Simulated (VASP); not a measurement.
# Li4Nb4O11 (a cell with a defect) in VASP: a series of runs

The runs below take Li4Nb4O11 (a cell with a defect) through single point, with PBE.

All numbers are computed with VASP 6.6.1; they aren't measurements. Logs are shortened: lines on timing, memory, paths and dates and some standing lists are left out, and cuts for length are marked.

## 1. The cell of the first run

The cell holds a defect, 19 atoms: a = 5.223 Å, b = 5.499 Å, c = 7.584 Å, α = 94.07°, β = 90.00°, γ = 90.00°.

## 2. Single point, PBE

INCAR

```
SYSTEM = Li4Nb4O11
ALGO = Normal ; EDIFF = 1E-6
ENCUT = 520 ; GGA = PE
ISIF = 2 ; ISMEAR = 0
LASPH = .TRUE. ; LCHARG = .FALSE.
LREAL = Auto ; LWAVE = .FALSE.
NBANDS = 80 ; NELECT = 128.0
NELM = 60 ; PREC = Accurate
SIGMA = 0.05
```

KPOINTS

```
k-points
0
G
  4 4 4
  0 0 0
```

POSCAR

```
Li4Nb4O11
1.0
    5.2231019317      0.0000000000      0.0000000000
    0.0000000000      3.0155593063     -4.5984613597
    0.0000000000      6.0311186126      4.5984613597
Li Nb O
4 4 11
Direct
    0.0000000000      0.5000000000      0.2500000000
    0.5000000000      0.0000000000      0.7500000000
    0.0000000000      0.5000000000      0.7500000000
    0.5000000000      0.0000000000      0.2500000000
    0.5000000000      0.5000000000      0.5000000000
    0.0000000000      0.0000000000      0.0000000000
    0.0000000000      0.0000000000      0.5000000000
    0.5000000000      0.5000000000      0.0000000000
    0.8803293659      0.0000000000      0.2500000000
    0.3803293659      0.5000000000      0.7500000000
    0.8098353170      0.6901646830      0.9401646830
    0.8098353170      0.3098353170      0.5598353170
    0.3098353170      0.8098353170      0.0598353170
    0.1196706341      0.0000000000      0.7500000000
    0.6196706341      0.5000000000      0.2500000000
    0.6901646830      0.8098353170      0.5598353170
    0.1901646830      0.3098353170      0.0598353170
    0.2377949195      0.7456101443      0.4401646830
    0.6901646830      0.1901646830      0.9401646830
```

Potentials or basis: VASP PAW PBE potentials, release 64 (Li_sv, Nb_sv, O).

Launch:

```console
$ cat potpaw_PBE.64/Li_sv/POTCAR potpaw_PBE.64/Nb_sv/POTCAR potpaw_PBE.64/O/POTCAR > POTCAR
$ mpirun -np 1 vasp_std > vasp.out
```

OUTCAR:

```text
SYSTEM = Li4Nb4O11
   EDIFF = 1E-6
   ENCUT = 520
   GGA = PE
   ISIF = 2
   ISMEAR = 0
   LASPH = .TRUE.
   LREAL = Auto
   NELECT = 128.0
   NELM = 60
   PREC = Accurate

 ion  position               nearest neighbor table
   1  0.000  0.500  0.250-  15 1.99  17 1.99  18 2.27
   2  0.500  0.000  0.750-  14 1.99  16 1.99  19 1.99
   3  0.000  0.500  0.750-  10 1.99  11 1.99  12 1.99
   4  0.500  0.000  0.250-   9 1.99  13 1.99
   5  0.500  0.500  0.500-  12 2.00  16 2.00  15 2.00  10 2.00  18 2.00
   6  0.000  0.000  0.000-  13 2.00  19 2.00  17 2.00  11 2.00   9 2.00  14 2.00
   7  0.000  0.000  0.500-  18 1.90  16 2.00  12 2.00   9 2.00  14 2.00
   8  0.500  0.500  0.000-  11 2.00  17 2.00  13 2.00  19 2.00  10 2.00  15 2.00
   9  0.880  0.000  0.250-   4 1.99   6 2.00   7 2.00
  10  0.380  0.500  0.750-   3 1.99   5 2.00   8 2.00
  11  0.810  0.690  0.940-   3 1.99   8 2.00   6 2.00
  12  0.810  0.310  0.560-   3 1.99   5 2.00   7 2.00
  13  0.310  0.810  0.060-   4 1.99   6 2.00   8 2.00
  14  0.120  0.000  0.750-   2 1.99   6 2.00   7 2.00
  15  0.620  0.500  0.250-   1 1.99   5 2.00   8 2.00
  16  0.690  0.810  0.560-   2 1.99   7 2.00   5 2.00
  17  0.190  0.310  0.060-   1 1.99   8 2.00   6 2.00
  18  0.238  0.746  0.440-   7 1.90   5 2.00   1 2.27
  19  0.690  0.190  0.940-   2 1.99   6 2.00   8 2.00

  LATTYP: Found a simple monoclinic cell.
 ALAT       =     5.4990403532
 B/A-ratio  =     0.9498206225
 C/A-ratio  =     1.3791878824
 COS(beta)  =    -0.0709408676

  Lattice vectors:

 A1 = (   0.0000000000,   3.0155593063,  -4.5984613597)
 A2 = (  -5.2231019317,   0.0000000000,   0.0000000000)
 A3 = (   0.0000000000,   6.0311186126,   4.5984613597)

Analysis of symmetry for initial positions (statically):
=====================================================================
 Subroutine PRICEL returns:
 Original cell was already a primitive cell.

 Routine SETGRP: Setting up the symmetry group for a
 simple monoclinic supercell.

 Subroutine GETGRP returns: Found  1 space group operations
 (whereof  1 operations were pure point group operations)
 out of a pool of  4 trial point group operations.

The static configuration has the point symmetry C_1 .

Analysis of symmetry for dynamics (positions and initial velocities):
=====================================================================
 Subroutine PRICEL returns:
 Original cell was already a primitive cell.

 Routine SETGRP: Setting up the symmetry group for a
 simple monoclinic supercell.

 Subroutine GETGRP returns: Found  1 space group operations
 (whereof  1 operations were pure point group operations)
 out of a pool of  4 trial point group operations.

The dynamic configuration has the point symmetry C_1 .

 Subroutine INISYM returns: Found  1 space group operations
 (whereof  1 operations are pure point group operations),
 and found     1 'primitive' translations

----------------------------------------------------------------------------------------

                                     Primitive cell

  volume of cell :     217.2852

  direct lattice vectors                    reciprocal lattice vectors
     5.223101932  0.000000000  0.000000000     0.191457110  0.000000000  0.000000000
     0.000000000  3.015559306 -4.598461360     0.000000000  0.110537814 -0.144976029
     0.000000000  6.031118613  4.598461360     0.000000000  0.110537814  0.072488014

  length of vectors
     5.223101932  5.499040353  7.584209820     0.191457110  0.182309235  0.132185932

  position of ions in fractional coordinates (direct lattice)
     0.000000000  0.500000000  0.250000000
     0.500000000  1.000000000  0.750000000
     0.000000000  0.500000000  0.750000000
     0.500000000  1.000000000  0.250000000
     0.500000000  0.500000000  0.500000000
     0.000000000  0.000000000  0.000000000
[... 11 lines left out ...]
     0.237794919  0.745610144  0.440164683
     0.690164683  0.190164683  0.940164683

  ion indices of the primitive-cell ions
   primitive index   ion index
                 1           1
                 2           2
                 3           3
                 4           4
                 5           5
                 6           6
[... 11 lines left out ...]
                18          18
                19          19

----------------------------------------------------------------------------------------

 KPOINTS: k-points

Automatic generation of k-mesh.
 Grid dimensions read from file:
 generate k-points for:    4    4    4

 Generating k-lattice:

  Cartesian coordinates                     Fractional coordinates (reciprocal lattice)
     0.047864277  0.000000000  0.000000000     0.250000000  0.000000000  0.000000000
     0.000000000  0.027634453 -0.036244007     0.000000000  0.250000000 -0.000000000
     0.000000000  0.027634453  0.018122004     0.000000000 -0.000000000  0.250000000

  Length of vectors
     0.047864277  0.045577309  0.033046483

  Shift w.r.t. Gamma in fractional coordinates (k-lattice)
     0.000000000  0.000000000  0.000000000

 Subroutine IBZKPT returns following result:
 ===========================================

 Found     36 irreducible k-points:

 Following reciprocal coordinates:
            Coordinates               Weight
  0.000000  0.000000  0.000000      1.000000
  0.250000  0.000000  0.000000      2.000000
  0.500000  0.000000  0.000000      1.000000
  0.000000  0.250000  0.000000      2.000000
  0.250000  0.250000  0.000000      2.000000
  0.250000 -0.250000  0.000000      2.000000
[... 16 lines left out ...]
  0.000000 -0.250000  0.250000      2.000000
  0.250000 -0.250000  0.250000      2.000000
 [... further k-points ...]
   k-points           NKPTS =     36   k-points in BZ     NKDIM =     36   number of bands    NBANDS=     80
   number of dos      NEDOS =    301   number of ions     NIONS =     19
   total plane-waves  NPLWV =  94080
   dimension x,y,z NGX =    40 NGY =   42 NGZ =   56
   dimension x,y,z NGXF=    80 NGYF=   84 NGZF=  112
   ions per type =               4   4  11
   NGX,Y,Z   is equivalent  to a cutoff of  12.73, 12.70, 12.28 a.u.
   NGXF,Y,Z  is equivalent  to a cutoff of  25.46, 25.39, 24.55 a.u.
 SYSTEM =  Li4Nb4O11
   PREC   = accura    normal or accurate (medium, high low for compatibility)
   ISTART =      0    job   : 0-new  1-cont  2-samecut
   ICHARG =      2    charge: 1-file 2-atom 10-const
   ISPIN  =      1    spin polarized calculation?
   LNONCOLLINEAR =      F non collinear calculations
   LSORBIT =      F    spin-orbit coupling
   LASPH  =      T    aspherical Exc in radial PAW
   ENCUT  =  520.0 eV  38.22 Ry    6.18 a.u.   9.71 10.22 14.10*2*pi/ulx,y,z
   NELM   =     60;   NELMIN=  2; NELMDL= -5     # of ELM steps
   EDIFF  = 0.1E-05   stopping-criterion for ELM
   LREAL  =      T    real-space projection
   EDIFFG = 0.1E-04   stopping-criterion for IOM
   NSW    =      0    number of steps for IOM
   IBRION =     -1    ionic relax: 0-MD 1-quasi-New 2-CG
   NFREE  =      0    steps in history (QN), initial steepest desc. (CG)
   ISIF   =      2    stress and relaxation
   ISYM   =      2    0-nonsym 1-usesym 2-fastsym
   POTIM  = 0.5000    time-step for ionic-motion
   TEBEG  =    0.0;   TEEND  =   0.0 temperature during run
   PSTRESS=    0.0 pullay stress
   NELECT =     128.0000    total number of electrons
   NUPDOWN=      -1.0000    fix difference up-down
   EMIN   =  10.00;   EMAX   =-10.00  energy-range for DOS
   EFERMI =   0.00;   METHOD = LEGACY
   ISMEAR =     0;   SIGMA  =   0.05  broadening in eV -4-tet -1-fermi 0-gaus
   EFERMI_NEDOS =   21; number of points for ismear=-14 and -15
   IALGO  =     38    algorithm
   IMIX   =      4    mixing-type and parameters
     AMIX     =   0.40;   BMIX     =  1.00
     AMIX_MAG =   1.60;   BMIX_MAG =  1.00
  volume/ion in A,a.u.               =      11.44        77.17
  Fermi-wavevector in a.u.,A,eV,Ry     =   1.372360  2.593385 25.624837  1.883372
  Thomas-Fermi vector in A             =   2.497974
   LORBIT       =      0    0 simple, 1 ext, 2 COOP (PROOUT), +10 PAW based schemes
   GGA     = PE    functional components
   LHFCALC =     F    Hartree Fock is set to
   AEXX    =    0.0000 exact exchange contribution
   IVDW    =     0    specifies the selected vdW correction
   LEPSILON=     F    determine dielectric tensor
   LRPA    =     F    only Hartree local field effects (RPA)
 non-spin polarized calculation
 Gauss-broadening in eV      SIGMA  =   0.05
  energy-cutoff  :      520.00
  volume of cell :      217.29
 maximum number of plane-waves:      5888
 NGX is ok and might be reduce to    40
   NGX = 19   NGY = 21   NGZ = 29

 number of electron     127.9999975 magnetization

 Free energy of the ion-electron system (eV)
  ---------------------------------------------------
  ext. energy  EPLUGINS =         0.00000000
  ---------------------------------------------------
  free energy    TOTEN  =      -159.13706844 eV

  energy without entropy =     -159.13706844  energy(sigma->0) =     -159.13706844

 E-fermi :   4.2306     XC(G=0): -10.3103

 val. band max:        3.9335450061   @ k =   0.2500   0.0000   0.5000
 cond. band min:       4.4664351013   @ k =   0.0000   0.0000   0.5000
 fundamental gap:      0.5328900952
 Fermi energy:         4.2305725550

 k-point     1 :       0.0000    0.0000    0.0000
  band No.  band energies     occupation
      1     -52.0445      2.00000
      2     -51.7342      2.00000
      3     -50.6385      2.00000
      4     -50.5946      2.00000
      5     -39.8980      2.00000
      6     -39.5450      2.00000
[... 68 lines left out ...]
     75       8.4163      0.00000
     76       8.5636      0.00000

 k-point     2 :       0.2500    0.0000    0.0000
  band No.  band energies     occupation
      1     -52.0445      2.00000
      2     -51.7342      2.00000
      3     -50.6383      2.00000
      4     -50.5948      2.00000
      5     -39.8980      2.00000
      6     -39.5450      2.00000
[... 68 lines left out ...]
     75       8.4338      0.00000
     76       8.6524      0.00000

 k-point     3 :       0.5000    0.0000    0.0000
  band No.  band energies     occupation
      1     -52.0444      2.00000
      2     -51.7342      2.00000
      3     -50.6380      2.00000
      4     -50.5950      2.00000
      5     -39.8980      2.00000
      6     -39.5450      2.00000
[... 1648 lines left out ...]
     75       8.4704      0.00000
     76       8.5459      0.00000

 k-point    24 :       0.2500   -0.2500    0.2500
  band No.  band energies     occupation
      1     -52.0445      2.00000
      2     -51.7342      2.00000
      3     -50.6381      2.00000
      4     -50.5949      2.00000
      5     -39.8980      2.00000
      6     -39.5450      2.00000
[... 68 lines left out ...]
     75       8.2719      0.00000
     76       8.5097      0.00000

 [... further k-points ...]

 [bands above 76 left out]

------------------------ aborting loop because EDIFF is reached ----------------------------------------

  FORCE on cell =-STRESS in cart. coord.  units (eV):
  Direction    XX          YY          ZZ          XY          YZ          ZX
  --------------------------------------------------------------------------------------
  -------------------------------------------------------------------------------------
  Total      -21.0110548    -20.7778005    -23.7019508     -0.5352514     -1.2826495      1.7428882
  in kB     -154.9274118   -153.2074851   -174.7690410     -3.9467372     -9.4577627     12.8513855
  external PRESSURE =    -160.9679793 kB  Pullay stress =       0.0000000 kB

 VOLUME and BASIS-vectors are now :
 -----------------------------------------------------------------------------
  energy-cutoff  :      520.00
  volume of cell :      217.29
      direct lattice vectors                 reciprocal lattice vectors
     5.223101932  0.000000000  0.000000000     0.191457110  0.000000000  0.000000000
     0.000000000  3.015559306 -4.598461360     0.000000000  0.110537814 -0.144976029
     0.000000000  6.031118613  4.598461360     0.000000000  0.110537814  0.072488014

 POSITION                                       TOTAL-FORCE (eV/Angst)
 -----------------------------------------------------------------------------------
      0.00000      3.01556     -1.14962        -0.229277     -0.416986     -0.667898
      2.61155      4.52334      3.44885         0.119296      0.543083      0.564203
      0.00000      6.03112      1.14962        -0.167943      0.563724      0.338975
      2.61155      1.50778      1.14962         0.348315     -1.171687     -0.105788
      2.61155      4.52334      0.00000         3.118624      2.834137     -2.352666
      0.00000      0.00000      0.00000        -0.133237     -0.409992     -0.074500
[... 11 lines left out ...]
      1.24203      4.90312     -1.40458        -0.038956     -0.792823      0.263199
      3.60480      6.24370      3.44885         0.004750      0.156642     -0.101719
 -----------------------------------------------------------------------------------
    total drift:                                0.000352      0.002091     -0.002582

  FREE ENERGIE OF THE ION-ELECTRON SYSTEM (eV)
  ---------------------------------------------------
  free  energy   TOTEN  =      -159.1370684406 eV

  energy  without entropy=     -159.1370684406  energy(sigma->0) =     -159.13706844
```

Wall time 30 min (1 thread of Intel Xeon 8259CL, shared host); peak memory 0.54 GiB.

Results:

```
Free energy   : -159.1371 eV
Largest force : 4.826 eV/Å
```

Forces in eV/Å, atoms in the order of the input:
```
Li  -0.229 -0.417 -0.668
Li   0.119  0.543  0.564
Li  -0.168  0.564  0.339
Li   0.348 -1.172 -0.106
Nb   3.119  2.834 -2.353
Nb  -0.133 -0.410 -0.074
Nb  -3.953 -0.066  2.510
Nb   0.313 -0.010 -0.128
O    0.638  1.658  0.852
O   -0.179 -2.493 -1.153
O   -0.189  0.091 -0.020
O   -0.159 -0.251 -0.843
O    0.003 -0.006  0.118
O    0.091 -1.331 -1.508
O   -0.669  1.234  1.938
O    0.982 -0.473  0.087
O    0.101  0.342  0.282
O   -0.039 -0.793  0.263
O    0.005  0.157 -0.102
```

Levels at points of the mesh, in eV from the Fermi level:
| k point | band 60 | band 61 | band 62 | band 63 | band 64 | band 65 | band 66 | band 67 | band 68 | band 69 |
| --- | --- | --- | --- | --- | --- | --- | --- | --- | --- | --- |
| (0.00, 0.00, 0.00) | -1.02 | -0.95 | -0.52 | -0.46 | -0.38 | 0.31 | 1.15 | 1.51 | 1.66 | 2.06 |
| (0.50, 0.00, 0.00) | -1.28 | -1.07 | -0.88 | -0.46 | -0.38 | 0.86 | 1.49 | 1.89 | 2.32 | 2.43 |
| (0.00, 0.50, 0.00) | -1.25 | -1.12 | -0.94 | -0.49 | -0.44 | 1.19 | 1.29 | 1.69 | 2.32 | 2.53 |
| (0.50, 0.50, 0.00) | -1.13 | -1.09 | -1.01 | -0.89 | -0.88 | 0.70 | 1.20 | 1.49 | 1.56 | 2.16 |
| (0.00, 0.00, 0.50) | -1.06 | -0.98 | -0.50 | -0.42 | -0.33 | 0.24 | 1.17 | 2.09 | 2.28 | 2.39 |
| (0.50, 0.00, 0.50) | -0.93 | -0.83 | -0.71 | -0.46 | -0.37 | 0.76 | 1.82 | 2.02 | 2.38 | 2.57 |
| (0.00, 0.50, 0.50) | -0.97 | -0.90 | -0.75 | -0.48 | -0.43 | 1.01 | 1.44 | 2.04 | 2.55 | 2.81 |
| (0.50, 0.50, 0.50) | -1.21 | -1.04 | -1.02 | -0.98 | -0.86 | 0.70 | 1.17 | 2.16 | 2.17 | 2.44 |

Caveat: the cell carries a net charge on a neutralising background, which shifts energy and pressure; the cell differs from its parent crystal (atoms taken out, atom 18 moved 0.125 of the way to it and +0.175 Å across, host rigid); the cell is charged against a uniform background, so pressure and absolute levels hang on convention; the cutoff is under 1.25 times the usual one of these potentials, so pressure, stress and relaxed cells hold a basis-set (Pulay) error.

## 3. Single point, PBE

INCAR

```
PREC = Accurate ; ENCUT = 520
EDIFF = 1E-6 ; ISMEAR = 0
SIGMA = 0.05 ; LREAL = Auto
LASPH = T ; NELM = 60
ALGO = Normal ; ISIF = 2
LWAVE = F ; LCHARG = F
GGA = PE ; NELECT = 128.0
NBANDS = 80
```

KPOINTS

```
Automatic mesh
0
Gamma
  4 4 4
```

POSCAR: that of step 2 with these lines changed.

```diff
@@ -25,3 +25,3 @@
     0.1901646830      0.3098353170      0.0598353170
-    0.2377949195      0.7456101443      0.4401646830
+    0.2771639098      1.1972192216      0.4401646830
     0.6901646830      0.1901646830      0.9401646830
```

Potentials or basis: VASP PAW PBE potentials, release 64 (Li_sv, Nb_sv, O).

Launch:

```console
$ cat potpaw_PBE.64/Li_sv/POTCAR potpaw_PBE.64/Nb_sv/POTCAR potpaw_PBE.64/O/POTCAR > POTCAR
$ mpirun -np 1 vasp_std > vasp.out
```

Wall time 34 min (1 thread of Intel Xeon 8259CL, shared host); peak memory 0.53 GiB.

It converged, with:

| Property | Result |
| --- | --- |
| Free energy | -159.1238 eV |
| Largest force | 4.907 eV/Å |

Forces in eV/Å, atoms in the order of the input:
```
Li  -0.457 -1.249 -0.226
Li   0.095  0.498  0.279
Li  -0.181  0.597  0.575
Li   0.177 -0.380 -0.565
Nb   4.074 -0.180  2.730
Nb  -0.273 -0.064 -0.108
Nb  -2.833  2.555 -2.060
Nb   0.158 -0.330 -0.090
O    0.440  1.004  1.780
O   -0.214 -1.847 -1.725
O   -0.116  0.095  0.014
O   -1.022 -0.250 -0.375
O   -0.060  0.204  0.335
O    0.040 -2.118 -0.783
O   -0.862  1.853  1.117
O   -0.729 -1.005  0.298
O    0.045  0.124  0.054
O    1.603  0.355 -1.144
O    0.114  0.137 -0.108
```

Levels at points of the mesh, in eV from the Fermi level:
| k point | band 60 | band 61 | band 62 | band 63 | band 64 | band 65 | band 66 | band 67 | band 68 | band 69 |
| --- | --- | --- | --- | --- | --- | --- | --- | --- | --- | --- |
| (0.00, 0.00, 0.00) | -0.95 | -0.92 | -0.45 | -0.40 | -0.32 | 0.27 | 1.01 | 1.57 | 1.74 | 2.13 |
| (0.50, 0.00, 0.00) | -1.14 | -0.98 | -0.85 | -0.39 | -0.31 | 1.25 | 1.58 | 1.86 | 2.12 | 2.48 |
| (0.00, 0.50, 0.00) | -1.13 | -1.00 | -0.95 | -0.41 | -0.38 | 1.25 | 1.56 | 1.78 | 2.24 | 2.57 |
| (0.50, 0.50, 0.00) | -1.06 | -1.01 | -0.95 | -0.83 | -0.82 | 0.62 | 1.26 | 1.57 | 1.65 | 2.18 |
| (0.00, 0.00, 0.50) | -1.00 | -0.92 | -0.43 | -0.35 | -0.27 | 0.22 | 1.02 | 2.18 | 2.39 | 2.45 |
| (0.50, 0.00, 0.50) | -0.84 | -0.74 | -0.69 | -0.39 | -0.31 | 1.11 | 1.81 | 2.03 | 2.29 | 2.73 |
| (0.00, 0.50, 0.50) | -0.87 | -0.79 | -0.75 | -0.41 | -0.37 | 1.09 | 1.66 | 2.11 | 2.46 | 2.80 |
| (0.50, 0.50, 0.50) | -1.18 | -0.98 | -0.94 | -0.91 | -0.81 | 0.63 | 1.24 | 2.23 | 2.28 | 2.46 |

Caveat: the cell carries a net charge on a neutralising background, which shifts energy and pressure; the cell differs from its parent crystal (atoms taken out, atom 18 moved 1.000 of the way to it and -0.175 Å across, host rigid); the cell is charged against a uniform background, so pressure and absolute levels hang on convention; the cutoff is under 1.25 times the usual one of these potentials, so pressure, stress and relaxed cells hold a basis-set (Pulay) error.

(Continued in part 2 of 2.)
